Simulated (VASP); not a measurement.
Crystal: Si4C.

```xyz
5
Lattice="-3.0756 3.0756 1.9452 3.0756 -3.0756 1.9452 3.0756 3.0756 -1.9452" Properties=species:S:1:pos:R:3 pbc="T T T"
Si   -0.6151    1.8453    1.9452
Si    3.6907    1.2302    0.0000
Si    1.8453    0.6151    1.9452
Si    1.2302    2.4605    0.0000
C     0.0000    0.0000    0.0000
```

* Program: VASP 6.6.1
* Task: relaxation of cell and atoms
* Functional: PBE
* Potentials or basis: VASP PAW PBE potentials, release 64 (Si, C)
* Cutoff: 600 eV
* k mesh: 6 × 6 × 6
* Occupations: gaussian, width 0.1 eV
* Spin: no spin polarisation

At the start: pressure -11.1 GPa; volume 14.72 Å³/atom.

Problem. Where does the relaxation end?

Solution. Over 38 steps the energy falls by 497.2 meV/atom and the volume is 12.44 Å³/atom (-15.5 %); space group I4/m (No. 87, to 0.1 Å) before, I4/mmm (No. 139, to 0.1 Å).

Step by step:
```tsv
step	energy change (eV)	largest force (eV/Å)	pressure (GPa)	volume (Å³)
1	0.0000	0.4763	-11.14	73.60
2	-0.4812	0.4880	-0.61	63.22
3	-0.4846	0.4743	0.72	62.41
4	-0.5187	0.2282	0.79	62.41
5	-0.5272	0.0797	1.10	62.41
6	-0.5346	0.1035	-0.46	63.33
7	-0.5352	0.1134	-1.03	63.70
8	-0.5413	0.1358	-1.08	63.72
9	-0.5626	0.2003	-0.95	63.76
10	-0.7190	0.3714	-0.90	63.76
11	-1.4570	0.5646	-0.98	63.39
12	-1.6962	1.2017	6.92	61.08
13	-1.8629	1.2068	3.62	61.69
14	-1.9884	0.6979	0.01	62.72
15	-2.0209	0.8890	0.76	62.37
16	-2.0235	0.8485	0.51	62.46
17	-2.0261	0.8548	0.48	62.48
18	-2.0269	0.8586	0.46	62.49
19	-2.0303	0.8436	0.38	62.50
20	-2.0403	0.7985	0.17	62.52
21	-2.0585	0.7115	-0.24	62.57
22	-2.0878	0.5561	-1.01	62.66
23	-2.1193	0.3946	-2.33	62.85
24	-2.1231	0.4103	-2.83	62.93
25	-2.1451	0.4188	-2.02	62.39
26	-2.1852	0.4554	0.66	60.77
27	-2.1882	0.4718	1.96	60.08
28	-2.2191	0.4338	2.23	60.05
29	-2.2971	0.3170	3.15	59.97
30	-2.3891	0.1229	5.15	59.80
31	-2.4459	0.1466	1.45	61.47
32	-2.4592	0.1798	-1.34	62.90
33	-2.4593	0.1778	-1.16	62.81
34	-2.4655	0.1228	-1.12	62.86
35	-2.4729	0.1556	-1.00	62.99
36	-2.4805	0.1503	0.12	62.39
37	-2.4819	0.1472	0.91	61.99
38	-2.4862	0.0394	0.24	62.18
```

Final structure:
```
CELL_PARAMETERS angstrom
-3.23853 3.23853 1.48219
3.23853 -3.23853 1.48219
3.23853 3.23853 -1.48219
ATOMIC_POSITIONS crystal
Si 0.76781 0.49613 0.26393
Si 0.23220 0.50387 0.73607
Si 0.50387 0.76781 0.27168
Si 0.49613 0.23220 0.72832
C 0.00000 0.00000 0.00000
```

Caveat: the volume moved by over 15 % at a fixed basis, so the end points are rough.
